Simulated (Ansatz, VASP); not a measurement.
**Two plane-wave programs on H2Se**

```
H Se
1.0
     3.38164    0.00000    0.00000
     0.00000    3.38164    0.00000
     0.00000    0.00000    4.09736
H Se
2 1
Direct
  0.00000 0.50000 0.69649
  0.50000 0.00000 0.69649
  0.50000 0.50000 0.82368
```

Alike in both runs: task relaxation of cell and atoms; functional PBE; dispersion D3(BJ); k mesh 14 × 14 × 12; occupations gaussian, width 0.1 eV; no spin polarisation.

```csv
,VASP,Ansatz
version,VASP 6.6.1,Ansatz 0.2.0
potentials or method,"VASP PAW PBE potentials, release 64 (H, Se), cutoff 600 eV","scalar-relativistic, plane waves, PAW"
valence electrons in the cell,8,18
```

|  | VASP | Ansatz | Ansatz less VASP |
| --- | --- | --- | --- |
| gap on the k mesh at the Fermi level, each at its own relaxed structure (eV) | none | none | - |
| relaxed volume (Å³/atom) | 15.60 | 15.65 | +0.052 |
| relaxed length of the cell vector where the two differ most in proportion (Å) | 4.089 | 4.101 | +0.0124 |

A gap of «none» marks a metal or a gap that the smearing closes. VASP's potentials hold 8 valence electrons a cell and Ansatz's 18, so a difference there can come from the potentials and not from the codes.
